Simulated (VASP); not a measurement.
# TaAs (I4_1md) in VASP: notebook

TaAs is run at these levels: PBE; tasks: relaxation of the atoms, single point.

All numbers are computed with VASP 6.6.1; they aren't measurements. Logs are shortened: lines on timing, memory, paths and dates and some standing lists are left out, and cuts for length are marked.

## 1. The cell of the first run

Symmetry: I4_1md, No. 109, tetragonal system. Conventional cell: a = 3.532 Å, b = 3.532 Å, c = 11.969 Å, α = 90.00°, β = 90.00°, γ = 90.00°. Ta (site symmetry 2mm) has 6 As at 2.67 to 2.68 Å and 8 Ta at 3.47 to 3.53 Å within 3.6 Å. As (site symmetry 2mm) has 6 Ta at 2.67 to 2.68 Å and 8 As at 3.47 to 3.53 Å within 3.6 Å.

## 2. Relaxation of the atoms, PBE (equal strain along all axes, cell held: +2.0 %)

INCAR reads:

```
SYSTEM = TaAs
PREC = Accurate ; ENCUT = 520
EDIFF = 1E-7 ; ISMEAR = 0
SIGMA = 0.1 ; LREAL = .False.
LASPH = .True. ; NELM = 60
ALGO = Normal ; ISIF = 2
LWAVE = .False. ; LCHARG = .False.
GGA = PE ; IBRION = 2
NSW = 60 ; EDIFFG = -0.008
KPAR = 4
```

KPOINTS reads:

```
Automatic mesh
0
Gamma
  10 10 4
  0 0 0
```

POSCAR reads:

```
TaAs
1.0
    3.5321551135      0.0000000000      0.0000000000
    0.0000000000      3.5321551135      0.0000000000
    0.0000000000      0.0000000000     11.9692796537
Ta As
4 4
Direct
    0.0000000000      0.5000000000      0.7501741996
    0.5000000000      0.5000000000      0.0001741996
    0.5000000000      0.0000000000      0.2501741996
    0.0000000000      0.0000000000      0.5001741996
    0.5000000000      0.0000000000      0.8324252204
    0.0000000000      0.0000000000      0.0824252204
    0.0000000000      0.5000000000      0.3324252204
    0.5000000000      0.5000000000      0.5824252204
```

Potentials or basis: VASP PAW PBE potentials, release 64 (Ta_pv, As).

Launch:

```console
> cat potpaw_PBE.64/Ta_pv/POTCAR potpaw_PBE.64/As/POTCAR > POTCAR
> mpirun -np 4 vasp_std > vasp.out
```

OUTCAR:

```text
SYSTEM = TaAs
   PREC = Accurate
   ENCUT = 520
   EDIFF = 1E-7
   ISMEAR = 0
   LREAL = .False.
   LASPH = .True.
   NELM = 60
   ISIF = 2
   GGA = PE
   IBRION = 2
   NSW = 60
   EDIFFG = -0.008

 ion  position               nearest neighbor table
   1  0.000  0.500  0.750-   8 2.67   8 2.67   5 2.68   5 2.68   5 2.68   5 2.68   4 3.47   4 3.47
                             2 3.47   2 3.47
   2  0.500  0.500  0.000-   5 2.67   5 2.67   6 2.68   6 2.68   6 2.68   6 2.68   3 3.47   3 3.47
                             1 3.47   1 3.47
   3  0.500  0.000  0.250-   6 2.67   6 2.67   7 2.68   7 2.68   7 2.68   7 2.68   2 3.47   2 3.47
                             4 3.47   4 3.47
   4  0.000  0.000  0.500-   7 2.67   7 2.67   8 2.68   8 2.68   8 2.68   8 2.68   3 3.47   3 3.47
                             1 3.47   1 3.47
   5  0.500  0.000  0.832-   2 2.67   2 2.67   1 2.68   1 2.68   1 2.68   1 2.68
   6  0.000  0.000  0.082-   3 2.67   3 2.67   2 2.68   2 2.68   2 2.68   2 2.68
   7  0.000  0.500  0.332-   4 2.67   4 2.67   3 2.68   3 2.68   3 2.68   3 2.68
   8  0.500  0.500  0.582-   1 2.67   1 2.67   4 2.68   4 2.68   4 2.68   4 2.68

  LATTYP: Found a simple tetragonal cell.
 ALAT       =     3.5321551135
 C/A-ratio  =     3.3886619554

  Lattice vectors:

 A1 = (   3.5321551135,   0.0000000000,   0.0000000000)
 A2 = (   0.0000000000,   3.5321551135,   0.0000000000)
 A3 = (   0.0000000000,   0.0000000000,  11.9692796537)

Analysis of symmetry for initial positions (statically):
=====================================================================
 Subroutine PRICEL returns following result:

  LATTYP: Found a body centered tetragonal cell.
 ALAT       =     3.5321551135
 C/A-ratio  =     3.3886619554

  Lattice vectors:

 A1 = (  -1.7660775567,   1.7660775567,   5.9846398268)
 A2 = (   1.7660775568,  -1.7660775567,   5.9846398268)
 A3 = (   1.7660775567,   1.7660775567,  -5.9846398268)

   2 primitive cells build up your supercell.

 Routine SETGRP: Setting up the symmetry group for a
 simple tetragonal supercell.

 Subroutine GETGRP returns: Found  8 space group operations
 (whereof  4 operations were pure point group operations)
 out of a pool of 16 trial point group operations.

The static configuration has the point symmetry C_2v.
 The point group associated with its full space group is C_4v.

Analysis of symmetry for dynamics (positions and initial velocities):
=====================================================================
 Subroutine PRICEL returns following result:

  LATTYP: Found a body centered tetragonal cell.
 ALAT       =     3.5321551135
 C/A-ratio  =     3.3886619554

  Lattice vectors:

 A1 = (  -1.7660775567,   1.7660775567,   5.9846398268)
 A2 = (   1.7660775568,  -1.7660775567,   5.9846398268)
 A3 = (   1.7660775567,   1.7660775567,  -5.9846398268)

   2 primitive cells build up your supercell.

 Routine SETGRP: Setting up the symmetry group for a
 simple tetragonal supercell.

 Subroutine GETGRP returns: Found  8 space group operations
 (whereof  4 operations were pure point group operations)
 out of a pool of 16 trial point group operations.

The dynamic configuration has the point symmetry C_2v.
 The point group associated with its full space group is C_4v.

 Subroutine INISYM returns: Found  8 space group operations
 (whereof  4 operations are pure point group operations),
 and found     2 'primitive' translations

----------------------------------------------------------------------------------------

                                     Primitive cell

  volume of cell :      74.6651

  direct lattice vectors                    reciprocal lattice vectors
    -1.766077557  1.766077557  5.984639827     0.000000000  0.283113274  0.083547217
     1.766077557 -1.766077557  5.984639827     0.283113274  0.000000000  0.083547217
     1.766077557  1.766077557 -5.984639827     0.283113274  0.283113274 -0.000000000

  length of vectors
     6.484903525  6.484903525  6.484903525     0.295183441  0.295183441  0.400382632

  position of ions in fractional coordinates (direct lattice)
     0.250174200  0.750174200  0.500000000
     0.500174200  0.500174200  1.000000000
     0.832425220  0.332425220  0.500000000
     0.082425220  0.082425220  1.000000000

  ion indices of the primitive-cell ions
   primitive index   ion index
                 1           1
                 2           4
                 3           7
                 4           8

[... 63 lines left out ...]
   ISTART =      0    job   : 0-new  1-cont  2-samecut
   ICHARG =      2    charge: 1-file 2-atom 10-const
   ISPIN  =      1    spin polarized calculation?
   LNONCOLLINEAR =      F non collinear calculations
   LSORBIT =      F    spin-orbit coupling
   LASPH  =      T    aspherical Exc in radial PAW
   ENCUT  =  520.0 eV  38.22 Ry    6.18 a.u.   6.57  6.57 22.25*2*pi/ulx,y,z
   NELM   =     60;   NELMIN=  2; NELMDL= -5     # of ELM steps
   EDIFF  = 0.1E-06   stopping-criterion for ELM
   LREAL  =      F    real-space projection
   EDIFFG = -.8E-02   stopping-criterion for IOM
   NSW    =     60    number of steps for IOM
   IBRION =      2    ionic relax: 0-MD 1-quasi-New 2-CG
   NFREE  =      1    steps in history (QN), initial steepest desc. (CG)
   ISIF   =      2    stress and relaxation
   ISYM   =      2    0-nonsym 1-usesym 2-fastsym
   POTIM  = 0.5000    time-step for ionic-motion
   TEBEG  =    0.0;   TEEND  =   0.0 temperature during run
   PSTRESS=    0.0 pullay stress
   NELECT =      64.0000    total number of electrons
   NUPDOWN=      -1.0000    fix difference up-down
   EMIN   =  10.00;   EMAX   =-10.00  energy-range for DOS
   EFERMI =   0.00;   METHOD = LEGACY
   ISMEAR =     0;   SIGMA  =   0.10  broadening in eV -4-tet -1-fermi 0-gaus
   EFERMI_NEDOS =   21; number of points for ismear=-14 and -15
   IALGO  =     38    algorithm
   IMIX   =      4    mixing-type and parameters
     AMIX     =   0.40;   BMIX     =  1.00
     AMIX_MAG =   1.60;   BMIX_MAG =  1.00
  volume/ion in A,a.u.               =      18.67       125.97
  Fermi-wavevector in a.u.,A,eV,Ry     =   1.234295  2.332479 20.728261  1.523484
  Thomas-Fermi vector in A             =   2.368991
   LORBIT       =      0    0 simple, 1 ext, 2 COOP (PROOUT), +10 PAW based schemes
   GGA     = PE    functional components
   LHFCALC =     F    Hartree Fock is set to
   AEXX    =    0.0000 exact exchange contribution
   IVDW    =     0    specifies the selected vdW correction
   LEPSILON=     F    determine dielectric tensor
   LRPA    =     F    only Hartree local field effects (RPA)
 conjugate gradient relaxation of ions
 non-spin polarized calculation
 Gauss-broadening in eV      SIGMA  =   0.10
  energy-cutoff  :      520.00
  volume of cell :      149.33
 maximum number of plane-waves:      4060
 NGX is ok and might be reduce to    28
   NGX = 13   NGY = 13   NGZ = 45

--------------------------------------- Ionic step        1  -------------------------------------------

 number of electron      63.9999988 magnetization

 Free energy of the ion-electron system (eV)
  ---------------------------------------------------
  ext. energy  EPLUGINS =         0.00000000
  ---------------------------------------------------
  free energy    TOTEN  =       -69.98771889 eV

  energy without entropy =      -69.98316844  energy(sigma->0) =      -69.98544366

------------------------ aborting loop because EDIFF is reached ----------------------------------------

  FORCE on cell =-STRESS in cart. coord.  units (eV):
  Direction    XX          YY          ZZ          XY          YZ          ZX
  --------------------------------------------------------------------------------------
  -------------------------------------------------------------------------------------
  Total       -8.7123306     -8.7123306     -7.4569833      0.0000000      0.0000000      0.0000000
  in kB      -93.4754100    -93.4754100    -80.0066721      0.0000000      0.0000000      0.0000000
  external PRESSURE =     -88.9858307 kB  Pullay stress =       0.0000000 kB

 VOLUME and BASIS-vectors are now :
 -----------------------------------------------------------------------------
  energy-cutoff  :      520.00
  volume of cell :      149.33
      direct lattice vectors                 reciprocal lattice vectors
     3.532155113  0.000000000  0.000000000     0.283113274  0.000000000  0.000000000
     0.000000000  3.532155113  0.000000000     0.000000000  0.283113274  0.000000000
     0.000000000  0.000000000 11.969279654     0.000000000  0.000000000  0.083547217

 POSITION                                       TOTAL-FORCE (eV/Angst)
 -----------------------------------------------------------------------------------
      0.00000      1.76608      8.97904         0.000000     -0.000000     -0.024176
      1.76608      1.76608      0.00209         0.000000     -0.000000     -0.024176
      1.76608      0.00000      2.99440        -0.000000     -0.000000     -0.024176
      0.00000      0.00000      5.98672         0.000000      0.000000     -0.024176
      1.76608      0.00000      9.96353         0.000000     -0.000000      0.024176
      0.00000      0.00000      0.98657         0.000000     -0.000000      0.024176
      0.00000      1.76608      3.97889         0.000000     -0.000000      0.024176
      1.76608      1.76608      6.97121         0.000000     -0.000000      0.024176
 -----------------------------------------------------------------------------------
    total drift:                                0.000000      0.000000      0.000629

  FREE ENERGIE OF THE ION-ELECTRON SYSTEM (eV)
  ---------------------------------------------------
  free  energy   TOTEN  =       -69.9877188871 eV

  energy  without entropy=      -69.9831684374  energy(sigma->0) =      -69.98544366

--------------------------------------- Ionic step        2  -------------------------------------------

 number of electron      63.9999988 magnetization

 Free energy of the ion-electron system (eV)
  ---------------------------------------------------
  ext. energy  EPLUGINS =         0.00000000
  ---------------------------------------------------
  free energy    TOTEN  =       -69.98783951 eV

  energy without entropy =      -69.98325955  energy(sigma->0) =      -69.98554953

 E-fermi :   6.2844     XC(G=0): -11.5703

 val. band max:        6.2286172231   @ k =   0.3000   0.0000   0.2500
 cond. band min:       6.3093695971   @ k =   0.5000   0.0000   0.0000
 fundamental gap:      0.0807523740
 Fermi energy:         6.2844366721

 k-point     1 :       0.0000    0.0000    0.0000
  band No.  band energies     occupation
      1     -28.8149      2.00000
      2     -28.8149      2.00000
      3     -28.8126      2.00000
      4     -28.8126      2.00000
      5     -28.8079      2.00000
      6     -28.7194      2.00000
[... 973 lines left out ...]
     37       7.7747      0.00000
     38       8.0175      0.00000

 [... further k-points ...]

------------------------ aborting loop because EDIFF is reached ----------------------------------------

  FORCE on cell =-STRESS in cart. coord.  units (eV):
  Direction    XX          YY          ZZ          XY          YZ          ZX
  --------------------------------------------------------------------------------------
  -------------------------------------------------------------------------------------
  Total       -8.7314030     -8.7314030     -7.4067566      0.0000000      0.0000000      0.0000000
  in kB      -93.6800399    -93.6800399    -79.4677847      0.0000000      0.0000000      0.0000000
  external PRESSURE =     -88.9426215 kB  Pullay stress =       0.0000000 kB

 VOLUME and BASIS-vectors are now :
 -----------------------------------------------------------------------------
  energy-cutoff  :      520.00
  volume of cell :      149.33
      direct lattice vectors                 reciprocal lattice vectors
     3.532155113  0.000000000  0.000000000     0.283113274  0.000000000  0.000000000
     0.000000000  3.532155113  0.000000000     0.000000000  0.283113274  0.000000000
     0.000000000  0.000000000 11.969279654     0.000000000  0.000000000  0.083547217

 POSITION                                       TOTAL-FORCE (eV/Angst)
 -----------------------------------------------------------------------------------
      0.00000      1.76608      8.97788         0.000000      0.000000     -0.001635
      1.76608      1.76608      0.00092        -0.000000      0.000000     -0.001635
      1.76608      3.53216      2.99324         0.000000      0.000000     -0.001635
      0.00000      0.00000      5.98556        -0.000000     -0.000000     -0.001635
      1.76608      3.53216      9.96470         0.000000     -0.000000      0.001635
      0.00000      3.53216      0.98774         0.000000     -0.000000      0.001635
      0.00000      1.76608      3.98006         0.000000     -0.000000      0.001635
      1.76608      1.76608      6.97238         0.000000     -0.000000      0.001635
 -----------------------------------------------------------------------------------
    total drift:                               -0.000000      0.000000     -0.000158

  FREE ENERGIE OF THE ION-ELECTRON SYSTEM (eV)
  ---------------------------------------------------
  free  energy   TOTEN  =       -69.9878395070 eV

  energy  without entropy=      -69.9832595484  energy(sigma->0) =      -69.98554953

 reached required accuracy - stopping structural energy minimisation
```

Wall time 58 s (4 MPI ranks of Intel Xeon 6975P-C (Granite Rapids), shared host); peak memory 0.46 GiB.

Results:

| Property | Result |
| --- | --- |
| Free energy | -69.9878 eV |
| Energy gained by relaxing | 0.0 meV/atom |
| Ionic steps | 2 |
| Pressure after relaxing | -8.9 GPa |
| Band gap on the k mesh | 0.08 eV |

Step by step:
```
step  energy change (eV)  largest force (eV/Å)  pressure (GPa)
   1              0.0000                0.0242           -8.90
   2             -0.0001                0.0016           -8.89
```

Final structure:
```
Ta As
1.0
     3.53216    0.00000    0.00000
     0.00000    3.53216    0.00000
     0.00000    0.00000   11.96928
Ta As
4 4
Direct
  0.00000 0.50000 0.75008
  0.50000 0.50000 0.00008
  0.50000 0.00000 0.25008
  0.00000 0.00000 0.50008
  0.50000 0.00000 0.83252
  0.00000 0.00000 0.08252
  0.00000 0.50000 0.33252
  0.50000 0.50000 0.58252
```

Caveat: the cell differs from its parent crystal (equal strain along all axes, cell held: +2.0 %); spin-orbit coupling is left out, which moves the levels of the heavy elements.

## 3. Single point, PBE

This run uses another cell than the first one, of 17.59 Å³/atom.

INCAR reads:

```
SYSTEM = TaAs
PREC     = Accurate       ! precision mode
ENCUT    = 500            ! plane-wave cutoff, eV
EDIFF    = 1E-6           ! SCF threshold, eV
ISMEAR   = 0              ! smearing method
SIGMA    = 0.15           ! smearing width, eV
LREAL    = .FALSE.        ! projectors in reciprocal space
LASPH    = .TRUE.         ! aspherical terms in the spheres
NELM     = 120            ! most SCF steps
ALGO     = Normal         ! electronic algorithm
ISIF     = 2              ! what is computed and relaxed
LWAVE    = .FALSE.        ! write WAVECAR
LCHARG   = .FALSE.        ! write CHGCAR
GGA      = PE             ! functional
NBANDS   = 42             ! bands
GGA_COMPAT= .FALSE.
```

KPOINTS reads:

```
Automatic mesh
0
G
  13 13 4
  0 0 0
```

POSCAR reads:

```
TaAs
1.0
   -3.4628971701      0.0000000000      0.0000000000
    0.0000000000     -3.4628971701      0.0000000000
    0.0000000000      0.0000000000     11.7345878949
Ta As
4 4
Direct
    0.5000000000      1.0000000000      0.5001741996
    0.0000000000      0.5000000000      0.0001741996
    0.0000000000      0.0000000000      0.7501741996
    0.5000000000      0.5000000000      0.2501741996
    0.0000000000      0.5000000000      0.5824252204
    0.5000000000      1.0000000000      0.0824252204
    0.5000000000      0.5000000000      0.8324252204
    1.0000000000      1.0000000000      0.3324252204
```

Potentials or basis: VASP PAW PBE potentials, release 64 (Ta_pv, As).

Launch:

```console
> cat potpaw_PBE.64/Ta_pv/POTCAR potpaw_PBE.64/As/POTCAR > POTCAR
> mpirun -np 1 vasp_std > vasp.out
```

Run time: 11 min. Hardware: 1 thread of Oxide Virtual Turin-like, shared host; peak memory 0.46 GiB.

It converged, with:

```
Free energy            : -70.2348 eV
Pressure               : 0.4 GPa
Band gap on the k mesh : zero (bands 32 and 33 overlap by 0.09 eV)
```

Levels at points of the mesh, in eV from the Fermi level:
```tsv
k point	band 28	band 29	band 30	band 31	band 32	band 33	band 34	band 35	band 36	band 37
(0.00, 0.00, 0.00)	-1.89	-1.62	-1.62	-0.95	-0.95	0.88	1.20	1.20	1.55	2.28
(0.00, 0.00, 0.50)	-2.19	-1.25	-1.25	-1.25	-1.25	0.97	0.97	1.44	1.44	2.53
```

Caveat: spin-orbit coupling is left out, which moves the levels of the heavy elements.

The gap in the log of VASP goes by the Fermi energy; the results here count the filled bands.